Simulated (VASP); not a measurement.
A run of VASP 6.6.1 is set up as follows.

Contents of INCAR:

```
PREC     = Accurate       # precision mode
ENCUT    = 600            # plane-wave cutoff, eV
EDIFF    = 1E-7           # SCF threshold, eV
ISMEAR   = -1             # smearing method
SIGMA    = 0.1            # smearing width, eV
LREAL    = False          # projectors in reciprocal space
LASPH    = True           # aspherical terms in the spheres
NELM     = 150            # most SCF steps
ALGO     = Normal         # electronic algorithm
ISIF     = 3              # what is computed and relaxed
LWAVE    = False          # write WAVECAR
LCHARG   = False          # write CHGCAR
ISPIN    = 2              # spin polarisation
MAGMOM   = 1              # initial moments
LORBIT   = 11             # projections on sites
LMAXMIX  = 4              # l up to which the mixer works
IBRION   = 2              # ionic algorithm
NSW      = 32             # ionic steps
EDIFFG   = -0.005         # ionic threshold
PSTRESS  = 2300.0
```

Contents of KPOINTS:

```
Automatic mesh
0
Gamma
  22 22 22
```

File POSCAR:

```
Ni
1.0
   -1.2001371842      1.2001371842      1.2001371842
    1.2001371842     -1.2001371842      1.2001371842
    1.2001371842      1.2001371842     -1.2001371842
Ni
1
Direct
    0.0000000000      0.0000000000      0.0000000000
```

Potentials or basis: VASP PAW LDA potentials, release 64 (Ni).

The run is started by

```console
$ cat potpaw_LDA.64/Ni/POTCAR > POTCAR
$ mpirun -np 1 vasp_std > vasp.out
```

**Question.** What does it give for the net moment?

**Answer.** 0.00 μB per cell.

**Question.** What does it give for the band gap on the k mesh?

**Answer.** Zero (filled and empty bands overlap).

Final structure:
```xyz
1
Lattice="-1.2001 1.2001 1.2001 1.2001 -1.2001 1.2001 1.2001 1.2001 -1.2001" Properties=species:S:1:pos:R:3 pbc="T T T"
Ni    0.0000    0.0000    0.0000
```

Caveat: the relaxation stopped at its first step, so nothing moved; the cell is relaxed towards a set pressure, so the run minimises the enthalpy, not the energy.
